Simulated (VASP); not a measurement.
# H3C18N in VASP: further runs

The runs below take H3C18N through single point, with PBE+D3(BJ).

Everything below comes from runs of VASP 6.6.1. Logs are shortened: lines on timing, memory, paths and dates and some standing lists are left out, and cuts for length are marked.

## (1) The cell of the first run

The cell holds a slab with vacuum, 22 atoms: a = 7.398 Å, b = 7.398 Å, c = 12.000 Å, α = 90.00°, β = 90.00°, γ = 120.00°.

## (2) Single point, PBE+D3(BJ)

INCAR

```
SYSTEM = H3C18N
ALGO = Normal ; EDIFF = 1E-7
ENCUT = 520 ; GGA = PE
ISIF = 2 ; ISMEAR = 0
IVDW = 12 ; LASPH = .TRUE.
LCHARG = .TRUE. ; LELF = .TRUE.
LREAL = Auto ; LVHAR = .TRUE.
LWAVE = .FALSE. ; NBANDS = 57
NELM = 100 ; PREC = Accurate
SIGMA = 0.05
```

KPOINTS

```
k-points
0
G
  2 2 1
  0 0 0
```

POSCAR

```
H3C18N
1.0
    7.3980000000      0.0000000000      0.0000000000
   -3.6990000000      6.4068560000      0.0000000000
    0.0000000000      0.0000000000     12.0000000000
C N H
18 1 3
Direct
    0.0113550037      0.0088005724      0.0635674167
    0.2347071625      0.1194954280      0.0703995000
    0.0112989997      0.3406407136      0.0696356667
    0.2318285179      0.4517111045      0.0726273333
    0.0109001607      0.6746081073      0.0657579167
    0.2337989278      0.7865819054      0.0716652500
    0.3425029184      0.0071999433      0.0789548333
    0.5671735372      0.1169412891      0.1182091667
    0.3397020683      0.3393541231      0.0757644167
    0.5679268965      0.4549140795      0.0944608333
    0.3441167036      0.6740541695      0.0748011667
    0.5683271257      0.7879421670      0.0725194167
    0.6800106888      0.0071524941      0.0774310000
    0.8994800009      0.1185247491      0.0685860000
    0.6822437844      0.3414902723      0.0816210000
    0.8980951688      0.4504149929      0.0692022500
    0.6805091848      0.6804479451      0.0708501667
    0.9006203467      0.7874291228      0.0653850833
    0.5599480001      0.1071939185      0.2411469167
    0.5659966795      0.4583096608      0.1882942500
    0.6932644479      0.1655145675      0.2860194167
    0.4222009976      0.0482643905      0.2817466667
```

Potentials or basis: VASP PAW PBE potentials, release 64 (C, N, H).

Launch:

```bash
> cat potpaw_PBE.64/C/POTCAR potpaw_PBE.64/N/POTCAR potpaw_PBE.64/H/POTCAR > POTCAR
> mpirun -np 1 vasp_std > vasp.out
```

OUTCAR:

```text
SYSTEM = H3C18N
   EDIFF = 1E-7
   ENCUT = 520
   GGA = PE
   ISIF = 2
   ISMEAR = 0
   IVDW = 12
   LASPH = .TRUE.
   LREAL = Auto
   NELM = 100
   PREC = Accurate
 IVDW          = 12

 ion  position               nearest neighbor table
   1  0.011  0.009  0.064-  18 1.42  14 1.42   2 1.43
   2  0.235  0.119  0.070-   9 1.41   7 1.41   1 1.43
   3  0.011  0.341  0.070-   4 1.41  14 1.42  16 1.43
   4  0.232  0.452  0.073-   9 1.41   3 1.41  11 1.42
   5  0.011  0.675  0.066-  18 1.43   6 1.43  16 1.44
   6  0.234  0.787  0.072-   7 1.42  11 1.43   5 1.43
   7  0.343  0.007  0.079-   2 1.41   6 1.42   8 1.51
   8  0.567  0.117  0.118-  19 1.48  15 1.50  13 1.51   7 1.51
   9  0.340  0.339  0.076-   2 1.41   4 1.41  10 1.48
  10  0.568  0.455  0.094-  20 1.13  15 1.47  17 1.47   9 1.48
  11  0.344  0.674  0.075-   4 1.42   6 1.43  12 1.44
  12  0.568  0.788  0.073-  13 1.41  17 1.41  11 1.44
  13  0.680  0.007  0.077-  12 1.41  14 1.41   8 1.51
  14  0.899  0.119  0.069-  13 1.41   1 1.42   3 1.42
  15  0.682  0.341  0.082-  16 1.39  10 1.47   8 1.50
  16  0.898  0.450  0.069-  15 1.39   3 1.43   5 1.44
  17  0.681  0.680  0.071-  12 1.41  18 1.41  10 1.47
  18  0.901  0.787  0.065-  17 1.41   1 1.42   5 1.43
  19  0.560  0.107  0.241-  22 1.01  21 1.01   8 1.48
  20  0.566  0.458  0.188-  10 1.13
  21  0.693  0.166  0.286-  19 1.01
  22  0.422  0.048  0.282-  19 1.01

  LATTYP: Found a hexagonal cell.
 ALAT       =     7.3980000000
 C/A-ratio  =     1.6220600162

  Lattice vectors:

 A1 = (   7.3980000000,   0.0000000000,   0.0000000000)
 A2 = (  -3.6990000000,   6.4068560000,   0.0000000000)
 A3 = (   0.0000000000,   0.0000000000,  12.0000000000)

Analysis of symmetry for initial positions (statically):
=====================================================================
 Subroutine PRICEL returns:
 Original cell was already a primitive cell.

 Routine SETGRP: Setting up the symmetry group for a
 hexagonal supercell.

 Subroutine GETGRP returns: Found  1 space group operations
 (whereof  1 operations were pure point group operations)
 out of a pool of 24 trial point group operations.

The static configuration has the point symmetry C_1 .

Analysis of symmetry for dynamics (positions and initial velocities):
=====================================================================
 Subroutine PRICEL returns:
 Original cell was already a primitive cell.

 Routine SETGRP: Setting up the symmetry group for a
 hexagonal supercell.

 Subroutine GETGRP returns: Found  1 space group operations
 (whereof  1 operations were pure point group operations)
 out of a pool of 24 trial point group operations.
[... 128 lines left out ...]
   POTIM  = 0.5000    time-step for ionic-motion
   TEBEG  =    0.0;   TEEND  =   0.0 temperature during run
   PSTRESS=    0.0 pullay stress
   NELECT =      80.0000    total number of electrons
   NUPDOWN=      -1.0000    fix difference up-down
   EMIN   =  10.00;   EMAX   =-10.00  energy-range for DOS
   EFERMI =   0.00;   METHOD = LEGACY
   ISMEAR =     0;   SIGMA  =   0.05  broadening in eV -4-tet -1-fermi 0-gaus
   EFERMI_NEDOS =   21; number of points for ismear=-14 and -15
   IALGO  =     38    algorithm
   IMIX   =      4    mixing-type and parameters
     AMIX     =   0.40;   BMIX     =  1.00
     AMIX_MAG =   1.60;   BMIX_MAG =  1.00
  volume/ion in A,a.u.               =      25.85       174.47
  Fermi-wavevector in a.u.,A,eV,Ry     =   0.851382  1.608879  9.862209  0.724852
  Thomas-Fermi vector in A             =   1.967507
   LORBIT       =      0    0 simple, 1 ext, 2 COOP (PROOUT), +10 PAW based schemes
   GGA     = PE    functional components
   LHFCALC =     F    Hartree Fock is set to
   AEXX    =    0.0000 exact exchange contribution
   IVDW    =    12    specifies the selected vdW correction
   LEPSILON=     F    determine dielectric tensor
   LRPA    =     F    only Hartree local field effects (RPA)
 non-spin polarized calculation
 Gauss-broadening in eV      SIGMA  =   0.05
  energy-cutoff  :      520.00
  volume of cell :      568.78
 maximum number of plane-waves:     15363
 NGX is ok and might be reduce to    56
   NGX = 27   NGY = 27   NGZ = 45

 number of electron      80.0000001 magnetization

 Free energy of the ion-electron system (eV)
  ---------------------------------------------------
  ext. energy  EPLUGINS =         0.00000000
  ---------------------------------------------------
  free energy    TOTEN  =      -181.48601868 eV

  energy without entropy =     -181.47280333  energy(sigma->0) =     -181.47941100

 E-fermi :  -1.1608     XC(G=0):  -4.0316

 val. band max:       -1.1735857515   @ k =   0.0000   0.0000   0.0000
 cond. band min:      -1.1480620850   @ k =   0.0000   0.0000   0.0000
 fundamental gap:      0.0255236665
 Fermi energy:        -1.1608240229

 k-point     1 :       0.0000    0.0000    0.0000
  band No.  band energies     occupation
      1     -20.9852      2.00000
      2     -19.5805      2.00000
      3     -18.4685      2.00000
      4     -18.2943      2.00000
      5     -18.2215      2.00000
      6     -18.1398      2.00000
[... 209 lines left out ...]
     51       3.9579      0.00000
     52       4.1797      0.00000
 [bands above 52 left out]

------------------------ aborting loop because EDIFF is reached ----------------------------------------

 Edisp (eV)   -1.83415

 E8    (eV) :    -0.5561

  FORCE on cell =-STRESS in cart. coord.  units (eV):
  Direction    XX          YY          ZZ          XY          YZ          ZX
  --------------------------------------------------------------------------------------
  -------------------------------------------------------------------------------------
  Total       3.08222     3.95362     0.09469    -1.09817     0.02030    -0.02537
  in kB       8.68228    11.13691     0.26674    -3.09343     0.05718    -0.07146
  external pressure =        6.70 kB  Pullay stress =        0.00 kB

 VOLUME and BASIS-vectors are now :
 -----------------------------------------------------------------------------
  energy-cutoff  :      520.00
  volume of cell :      568.78
      direct lattice vectors                 reciprocal lattice vectors
     7.398000000  0.000000000  0.000000000     0.135171668  0.078041398  0.000000000
    -3.699000000  6.406856000  0.000000000     0.000000000  0.156082796  0.000000000
     0.000000000  0.000000000 12.000000000     0.000000000  0.000000000  0.083333333

 POSITION                                       TOTAL-FORCE (eV/Angst)
 -----------------------------------------------------------------------------------
      0.05145      0.05638      0.76281        -0.002818      0.003340     -0.010692
      1.29435      0.76559      0.84479        -0.009042      0.004279      0.000286
     -1.17644      2.18244      0.83563        -0.008888     -0.006475      0.000491
      0.04419      2.89405      0.87153         0.003413     -0.000487     -0.001375
     -2.41474      4.32212      0.78910        -0.000939     -0.002442      0.000750
     -1.17992      5.03952      0.85998         0.003803     -0.010300      0.001175
[... 14 lines left out ...]
      4.51653      1.06043      3.43223        -0.005193     -0.036353     -0.012994
      2.94491      0.30922      3.38096         0.044334     -0.003476     -0.012517
 -----------------------------------------------------------------------------------
    total drift:                               -0.002659     -0.007462     -0.003138

  FREE ENERGIE OF THE ION-ELECTRON SYSTEM (eV)
  ---------------------------------------------------
  free  energy   TOTEN  =      -183.3201723614 eV

  energy  without entropy=     -183.3069570078  energy(sigma->0) =     -183.31356468
```

stdout:

```text
POSCAR found type information on POSCAR C N H
 POSCAR found :  3 types and      22 ions
 scaLAPACK will be used
 LDA part: xc-table for (Slater+PW92), standard interpolation
 POSCAR, INCAR and KPOINTS ok, starting setup
 FFT: planning ... GRIDC
 FFT: planning ... GRID_SOFT
 FFT: planning ... GRID
 WAVECAR not read
 entering main loop
```

Wall time 11 min (1 thread of Intel Xeon 8259CL, shared host); peak memory 0.61 GiB.

What came out:

```yaml
Free_energy: -183.3202 eV
Largest_force: 0.162 eV/Å
Band_gap_on_the_k_mesh: 0.03 eV
Dispersion_energy_per_atom: -0.083 eV
```

Forces on the atoms (eV/Å):
```
C   -0.003  0.003 -0.011
C   -0.009  0.004  0.000
C   -0.009 -0.006  0.000
C    0.003  0.000 -0.001
C   -0.001 -0.002  0.001
C    0.004 -0.010  0.001
C    0.016  0.008 -0.005
C    0.024 -0.025 -0.090
C    0.019  0.009 -0.004
C    0.000 -0.013 -0.137
C    0.003  0.011  0.006
C   -0.013 -0.014  0.001
C   -0.010  0.013 -0.007
C    0.005  0.010  0.000
C   -0.043 -0.004  0.002
C    0.019  0.010  0.000
C    0.007 -0.006 -0.008
C    0.005 -0.003  0.001
N   -0.072  0.082  0.119
H    0.015 -0.027  0.156
H   -0.005 -0.036 -0.013
H    0.044 -0.003 -0.013
```

Caveat: the k points lie up to 0.49 Å⁻¹ apart; there is no dipole correction, which matters where the two faces differ.

## (3) Single point, PBE+D3(BJ)

INCAR

```
ALGO = Normal ; EDIFF = 1E-6
ENCUT = 520 ; GGA = PE
ISIF = 2 ; ISMEAR = 0
IVDW = 12 ; LASPH = T
LCHARG = T ; LELF = T
LREAL = Auto ; LVHAR = T
LWAVE = F ; NBANDS = 57
NELM = 80 ; PREC = Accurate
SIGMA = 0.05
```

KPOINTS

```
k-points
0
Gamma
  2 2 1
```

POSCAR

```
H3C18N
1.0
    7.3980000000      0.0000000000      0.0000000000
   -3.6990000000      6.4068560000      0.0000000000
    0.0000000000      0.0000000000     12.0000000000
C N H
18 1 3
Direct
    0.0104150826      0.0072275700      0.0629090000
    0.2337391668      0.1178927699      0.0699152500
    0.0101979309      0.3390895628      0.0705439167
    0.2310017581      0.4501989743      0.0730941667
    0.0099441876      0.6729286564      0.0659030000
    0.2324436955      0.7845973126      0.0712530000
    0.3415159467      0.0053725259      0.0784262500
    0.5660077148      0.1143609284      0.1177834167
    0.3386609378      0.3376484503      0.0760444167
    0.5669131712      0.4534803030      0.0954830833
    0.3428686852      0.6722999549      0.0748194167
    0.5672457151      0.7864362801      0.0723719167
    0.6790817992      0.0053809544      0.0773012500
    0.8983006196      0.1167872354      0.0688505000
    0.6812274155      0.3396840822      0.0838029167
    0.8970824818      0.4488786700      0.0705672500
    0.6797509290      0.6791412200      0.0702720833
    0.8996687492      0.7859552330      0.0646952500
    0.5553800286      0.0907354559      0.2430652500
    0.5653482441      0.4631260637      0.1893344167
    0.7022106686      0.1727892745      0.2762523333
    0.4674017237      0.1486755750      0.2764784167
```

Potentials or basis: VASP PAW PBE potentials, release 64 (C, N, H).

Launch:

```bash
> cat potpaw_PBE.64/C/POTCAR potpaw_PBE.64/N/POTCAR potpaw_PBE.64/H/POTCAR > POTCAR
> mpirun -np 1 vasp_std > vasp.out
```

Wall time 10 min (1 thread of Intel Xeon 8259CL, shared host); peak memory 0.6 GiB.

Results (log left out):

| Item | Value |
| --- | --- |
| Free energy | -183.4372 eV |
| Largest force | 0.037 eV/Å |
| Band gap on the k mesh | 0.01 eV |
| Dispersion energy per atom | -0.084 eV |

Forces in eV/Å, atoms in the order of the input:
```
C   -0.008  0.008 -0.007
C   -0.002 -0.011 -0.003
C   -0.003 -0.004 -0.002
C    0.001  0.003 -0.005
C    0.002  0.001 -0.008
C   -0.003 -0.004  0.002
C    0.003  0.010 -0.008
C   -0.004 -0.005  0.004
C    0.009  0.010 -0.005
C    0.005 -0.002 -0.008
C    0.002 -0.003  0.003
C   -0.008 -0.006 -0.003
C   -0.006  0.020 -0.003
C   -0.003  0.001 -0.003
C   -0.011 -0.018 -0.002
C    0.009  0.001  0.005
C    0.004 -0.010 -0.005
C    0.006  0.000 -0.004
N    0.001  0.031  0.020
H    0.000  0.002  0.019
H    0.019 -0.012  0.007
H   -0.015 -0.010  0.007
```

Levels at points of the mesh, in eV from the valence-band top:
| k point | band 38 | band 39 | band 40 | band 41 | band 42 | band 43 |
| --- | --- | --- | --- | --- | --- | --- |
| (0.00, 0.00, 0.00) | -1.99 | -1.42 | 0.00 | 0.01 | 1.46 | 2.24 |
| (0.50, 0.00, 0.00) | -2.42 | -2.05 | -0.35 | 0.22 | 2.03 | 2.40 |
| (0.00, 0.50, 0.00) | -2.52 | -1.98 | -0.38 | 0.33 | 1.89 | 2.41 |
| (0.50, 0.50, 0.00) | -2.38 | -1.96 | -0.47 | 0.15 | 1.91 | 2.45 |

Caveat: the k points lie up to 0.49 Å⁻¹ apart; there is no dipole correction, which matters where the two faces differ.
